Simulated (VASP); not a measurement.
## Li4F: single point with PBEsol

The system is Li4F, a slab with vacuum.

```
Li F
1.0
     3.05340    0.00000    0.00000
     0.00000    3.05340    0.00000
     0.00000    0.00000   25.47724
Li F
4 1
Direct
  0.50000 0.50000 0.33363
  0.00000 0.00000 0.41838
  0.50000 0.50000 0.49966
  0.00000 0.00000 0.57351
  0.50000 0.50000 0.57571
```

| Item | Value |
| --- | --- |
| Program | VASP 6.6.1 |
| Task | single point |
| Functional | PBEsol |
| Potentials or basis | VASP PAW PBE potentials, release 64 (Li_sv, F) |
| Cutoff | 520 eV |
| k mesh | 9 × 9 × 1 |
| Occupations | gaussian, width 0.1 eV |
| Spin | no spin polarisation |
| Dipole correction | yes |
| Further INCAR settings | ALGO = Normal; EDIFF = 1e-07; NBANDS = 18 |

```json
{"Largest force": "0.012 eV/Å", "Band gap on the k mesh": "zero (an odd number of electrons rules out a gap without spin polarisation)"}
```

Forces in eV/Å, atoms in the order of the input:
```
Li   0.000  0.000 -0.011
Li   0.000  0.000  0.003
Li   0.000  0.000 -0.005
Li   0.000  0.000  0.001
F    0.000  0.000  0.012
```

Levels at points of the mesh, in eV from the Fermi level:
```csv
k point,band 7,band 8,band 9,band 10,band 11,band 12,band 13,band 14
"(0.00, 0.00, 0.00)",-6.53,-6.53,-3.19,-1.93,-0.17,0.54,1.56,2.07
```

Wall time 84 s on 1 thread of Intel(R) Xeon(R) Platinum 8488C (Sapphire Rapids) (shared host), peak memory 0.34 GiB.

Caveat: the PAW data sets were made with another functional, which shifts forces and pressure a little; an odd number of electrons without spin polarisation forces a metal; a magnetic or distorted state may lie lower.
